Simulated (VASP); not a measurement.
Write the native input for VASP 6.6.1 that does the following.

```yaml
Task: single point
Functional: PBEsol
Potentials_or_basis: VASP PAW PBE potentials, release 64 (Al, N)
Cutoff: 600 eV
k_mesh: 8 × 8 × 8
Occupations: gaussian, width 0.01 eV
Spin: no spin polarisation
Dipole_correction: no
Further_INCAR_settings: ALGO = Normal; EDIFF = 1e-06; NBANDS = 11
```

The structure of AlN lies in POSCAR:

```
AlN
1.0
    0.0000000000      1.9491097512      1.9491097512
    1.9491097512      0.0000000000      1.9491097512
    1.9491097512      1.9491097512      0.0000000000
Al N
1 1
Direct
    0.0000000000      0.0000000000      0.0000000000
    0.5000000000      0.5000000000      0.5000000000
```

One way to write it, as run:

INCAR

```
ALGO = Normal
EDIFF = 1E-6
ENCUT = 600
GGA = PS
GGA_COMPAT = F
ISIF = 2
ISMEAR = 0
LASPH = T
LCHARG = F
LREAL = F
LWAVE = F
NBANDS = 11
NELM = 120
PREC = Accurate
SIGMA = 0.01
```

KPOINTS

```
k-points
0
Gamma
  8 8 8
```

Potentials or basis: VASP PAW PBE potentials, release 64 (Al, N).

Launch:

```bash
$ cat potpaw_PBE.64/Al/POTCAR potpaw_PBE.64/N/POTCAR > POTCAR
$ mpirun -np 1 vasp_std > vasp.out
```

It gave:

```
Pressure               : 36.2 GPa
Band gap on the k mesh : 4.92 eV, indirect (least direct gap 7.34 eV)
```

Caveat: the PAW data sets were made with another functional, which shifts forces and pressure a little.

Wall time 8.5 s on 1 thread of Intel Xeon 8259CL, on a shared host, peak memory 0.13 GiB.
